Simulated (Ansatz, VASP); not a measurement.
One calculation of K3Pd, two programs

The input INCAR:

```
PREC = Accurate
ENCUT = 520
EDIFF = 1E-6
ISMEAR = 0
SIGMA = 0.1
LREAL = False
LASPH = True
NELM = 60
ALGO = Fast
ISIF = 2
LWAVE = False
LCHARG = False
GGA = PS
NBANDS = 26
```

KPOINTS

```
Automatic mesh
0
Gamma
  8 8 8
```

Contents of POSCAR:

```
K3Pd
1.0
    5.3514676767      0.0000000000      0.0000000000
    0.0000000000      5.3514676767      0.0000000000
    0.0000000000      0.0000000000      5.3514676767
K Pd
3 1
Direct
    0.5000000000      0.5000000000      0.0000000000
    0.5000000000      0.0000000000      0.5000000000
    0.0000000000      0.5000000000      0.5000000000
    0.0000000000      0.0000000000      0.0000000000
```

Input for Ansatz:

```yaml
crystal:
  lattice:
    - [5.3514676767, 0.0, 0.0]
    - [0.0, 5.3514676767, 0.0]
    - [0.0, 0.0, 5.3514676767]
  atoms:
    - { symbol: K, position: [0.5, 0.5, 0.0] }
    - { symbol: K, position: [0.5, 0.0, 0.5] }
    - { symbol: K, position: [0.0, 0.5, 0.5] }
    - { symbol: Pd, position: [0.0, 0.0, 0.0] }
basis:
  ecutwfc: 420
kpoints:
  mp_grid: { grid: [8, 8, 8] }
hamiltonian:
  xc: pbesol
scf:
  occupations: { method: gaussian, width: 0.1 }
output:
  forces: true
  stress: true
  eigenvalues: true
  populations: true
```

Alike in both runs: task single point; functional PBEsol; k mesh 8 × 8 × 8; occupations gaussian, width 0.1 eV; no spin polarisation.

|  | VASP | Ansatz |
| --- | --- | --- |
| version | VASP 6.6.1 | Ansatz 0.2.0 |
| potentials or method | VASP PAW PBE potentials, release 64 (K_sv, Pd), cutoff 520 eV | scalar-relativistic, plane waves, PAW |
| valence electrons in the cell | 37 | 45 |

```csv
,VASP,Ansatz,Ansatz less VASP
gap on the k mesh at the Fermi level (eV),none,none,-
pressure (GPa),-0.3,-0.3,+0.03
```

VASP's potentials were made for PBE, not for PBEsol. A gap of «none» marks a metal or a gap that the smearing closes. The functional is the same, so the differences come from potentials, cutoffs and numerics. VASP's potentials hold 37 valence electrons a cell and Ansatz's 45, so a difference there can come from the potentials and not from the codes.
